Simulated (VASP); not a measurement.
Wanted: the native input for a VASP 6.6.1 run.

```yaml
Task: single point
Functional: PBE
Potentials_or_basis: VASP PAW PBE potentials, release 64 (C)
Cutoff: 600 eV
k_mesh: 14 × 14 × 14
Occupations: fermi-dirac, width 0.0005 eV
Spin: no spin polarisation
Dipole_correction: no
Further_INCAR_settings: ALGO = Normal; EDIFF = 1e-06; NBANDS = 11
```

The structure of C lies in POSCAR:

```
C
1.0
    0.0000000000      1.7834500000      1.7834500000
    1.7834500000      0.0000000000      1.7834500000
    1.7834500000      1.7834500000      0.0000000000
C
2
Direct
    0.5000000000      0.5000000000      0.5000000000
    0.7500000000      0.7500000000      0.7500000000
```

These files were run (other wordings do the same):

INCAR

```
PREC     = Accurate       # precision mode
ENCUT    = 600            # plane-wave cutoff, eV
EDIFF    = 1E-6           # SCF threshold, eV
ISMEAR   = -1             # smearing method
SIGMA    = 5E-4           # smearing width, eV
LREAL    = F              # projectors in reciprocal space
LASPH    = T              # aspherical terms in the spheres
NELM     = 120            # most SCF steps
ALGO     = Normal         # electronic algorithm
ISIF     = 2              # what is computed and relaxed
LWAVE    = F              # write WAVECAR
LCHARG   = F              # write CHGCAR
GGA      = PE             # functional
NBANDS   = 11             # bands
GGA_COMPAT= F
```

KPOINTS

```
regular mesh
0
Gamma
  14 14 14
```

Potentials or basis: VASP PAW PBE potentials, release 64 (C).

Run with:

```bash
$ cat potpaw_PBE.64/C/POTCAR > POTCAR
$ mpirun -np 1 vasp_std > vasp.out
```

Results of the run:

```yaml
Pressure: 1.7 GPa
Band_gap_on_the_k_mesh: 4.13 eV, indirect (least direct gap 5.59 eV)
```

It took 7.6 s on 1 thread of Intel Xeon 6975P-C, with other jobs on the host, peak memory 0.13 GiB.
